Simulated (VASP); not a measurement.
Wanted: the native input for a VASP 6.6.1 run.

* Task: single point
* Functional: PBEsol
* Potentials or basis: VASP PAW PBE potentials, release 64 (W_sv)
* Cutoff: 500 eV
* k mesh: 9 × 9 × 9
* Occupations: fermi-dirac, width 0.1 eV
* Spin: no spin polarisation
* Dipole correction: no
* Further INCAR settings: ALGO = Normal; EDIFF = 1e-06; NBANDS = 13

The structure of W lies in POSCAR:

```
W
1.0
   -1.5823450000      1.5823450000      1.5823450000
    1.5823450000     -1.5823450000      1.5823450000
    1.5823450000      1.5823450000     -1.5823450000
W
1
Direct
    0.0000000000      0.0000000000      0.0000000000
```

One way to write it, as run:

INCAR

```
SYSTEM = W
PREC = Accurate
ENCUT = 500
EDIFF = 1E-6
ISMEAR = -1
SIGMA = 0.1
LREAL = .FALSE.
LASPH = .TRUE.
NELM = 120
ALGO = Normal
ISIF = 2
LWAVE = .FALSE.
LCHARG = .FALSE.
GGA = PS
NBANDS = 13
GGA_COMPAT = .FALSE.
```

KPOINTS

```
Automatic mesh
0
G
  9 9 9
  0 0 0
```

Potentials or basis: VASP PAW PBE potentials, release 64 (W_sv).

Command:

```bash
$ cat potpaw_PBE.64/W_sv/POTCAR > POTCAR
$ mpirun -np 1 vasp_std > vasp.out
```

Results of the run:

```yaml
Pressure: -2.9 GPa
Band_gap_on_the_k_mesh: zero (band 7 reaches 15.30 eV, above the bottom of band 8 at 10.04 eV)
```

Caveat: the PAW data sets were made with another functional, which shifts forces and pressure a little; spin-orbit coupling is left out, which moves the levels of the heavy elements.

Run time: 9.5 s on 1 thread of Intel(R) Xeon(R) Platinum 8259CL CPU @ 2.50GHz (Skylake/Cascade Lake), with other jobs on the host, peak memory 0.12 GiB.
